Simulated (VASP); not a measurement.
## PbS: single point with RPBE+D3(BJ)

PbS:

```
Pb S
1.0
     0.00000    2.96575    2.96575
     2.96575    0.00000    2.96575
     2.96575    2.96575    0.00000
Pb S
1 1
Direct
  0.00000 0.00000 0.00000
  0.50000 0.50000 0.50000
```

| Quantity | Value |
| --- | --- |
| Program | VASP 6.6.1 |
| Task | single point |
| Functional | RPBE |
| Dispersion | D3(BJ) |
| Potentials or basis | VASP PAW PBE potentials, release 64 (Pb_d, S) |
| Cutoff | 500 eV |
| k mesh | 8 × 8 × 8 |
| Occupations | tetrahedron |
| Spin | no spin polarisation |
| Dipole correction | no |
| Further INCAR settings | ALGO = Normal; EDIFF = 1e-06; NBANDS = 17 |

| Item | Value |
| --- | --- |
| Pressure | -10.7 GPa |
| Band gap on the k mesh | 0.46 eV |
| Dispersion energy per atom | -1.582 eV |

Levels at points of the mesh, in eV from the valence-band top:
```
           k point  band 7  band 8  band 9  band 10  band 11  band 12  band 13  band 14
(0.00, 0.00, 0.00)   -6.00   -2.19   -2.19    -2.19     5.27     5.27     5.27     6.77
(0.50, 0.00, 0.00)   -8.82   -1.80   -1.80     0.00     0.46     2.01     2.01     8.81
(0.50, 0.50, 0.00)   -7.17   -5.17   -3.44    -3.44     3.96     5.64     5.74     5.74
```

It took 31 s on 1 thread of AMD EPYC 7R43 64-Core Processor (Zen 3) (shared host), peak memory 0.16 GiB.

Caveat: the cell stands under tension; the dispersion term is far too large for a dense solid, which distorts pressure and volume; the PAW data sets were made with another functional, which shifts forces and pressure a little; spin-orbit coupling is left out, which moves the levels of the heavy elements. A k mesh can miss the band edges.
